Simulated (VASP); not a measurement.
# GaP: single point with PBE

The system is GaP.

```xyz
2
Lattice="0.0000 2.7805 2.7313 2.7805 0.0000 2.7313 2.7805 2.7805 0.0000" Properties=species:S:1:pos:R:3 pbc="T T T"
Ga    0.0000    0.0000    0.0000
P     1.3903    1.3903    1.3656
```

This cell differs from its parent crystal: strained cell.

```yaml
Program: VASP 6.6.1
Task: single point
Functional: PBE
Potentials_or_basis: VASP PAW PBE potentials, release 64 (Ga_d, P)
Cutoff: 500 eV
k_mesh: 8 × 8 × 8
Occupations: gaussian, width 0.02 eV
Spin: no spin polarisation
Dipole_correction: no
Further_INCAR_settings: ALGO = Normal; EDIFF = 1e-06; NBANDS = 16
```

The pressure is -1.0 GPa and the band gap on the k mesh is 1.41 eV.

Stress tensor (GPa, compression positive):
```
-1.39  0.00  0.00
 0.00 -1.39  0.00
 0.00  0.00 -0.13
```

Levels at points of the mesh, in eV from the valence-band top:
```csv
k point,band 5,band 6,band 7,band 8,band 9,band 10,band 11,band 12,band 13,band 14
"(0.00, 0.00, 0.00)",-14.46,-12.24,-0.09,-0.09,0.00,1.41,3.81,3.85,3.85,8.56
"(0.50, 0.00, 0.00)",-14.45,-10.31,-6.46,-1.19,-1.05,1.48,4.60,4.74,8.14,10.52
"(0.50, 0.50, 0.00)",-14.44,-9.42,-6.55,-2.68,-2.68,1.60,1.68,10.21,10.21,10.85
"(0.50, 0.00, 0.50)",-14.44,-9.49,-6.66,-2.57,-2.55,1.72,1.85,10.19,10.20,10.69
```

It took 62 s on 1 thread of Intel Xeon 8259CL, with other jobs on the host, peak memory 0.18 GiB.

Caveat: the cell differs from its parent crystal (strained cell). A k mesh can miss the band edges.
